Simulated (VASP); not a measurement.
Be, 2 atoms in the cell. It takes space group Fd-3m (No. 227, cubic). The conventional cell has a = 5.003 Å, b = 5.003 Å, c = 5.003 Å, α = 90.00°, β = 90.00°, γ = 90.00°. Be (site symmetry -43m) has 4 Be at 2.17 Å within 2.9 Å. This isn't the form of Be at room conditions, which is hcp.

| Quantity | Value |
| --- | --- |
| Program | VASP 6.6.1 |
| Task | relaxation of cell and atoms |
| Functional | PBE |
| Potentials or basis | VASP PAW PBE potentials, release 64 (Be) |
| Cutoff | 600 eV |
| k mesh | 13 × 13 × 13 |
| Occupations | fermi-dirac, width 0.08 eV |
| Spin | no spin polarisation |
| Dipole correction | no |
| Further INCAR settings | ALGO = Normal; EDIFF = 1e-06; IBRION = 2; EDIFFG = -0.005; NSW = 100; ISIF = 3 |

Potentials or basis: VASP PAW PBE potentials, release 64 (Be).

Command:

```bash
$ cat potpaw_PBE.64/Be/POTCAR > POTCAR
$ mpirun -np 1 vasp_std > vasp.out
```

Hardware: 1 thread of Intel Xeon 8259CL, with other jobs on the host.

**Question.** Estimate the wall time of this run.

**Answer.** Run time: 39 s on 1 thread of Intel Xeon 8259CL, on a shared host, peak memory 0.16 GiB. Counts: scf iterations 21, k points 84, ion steps 4.
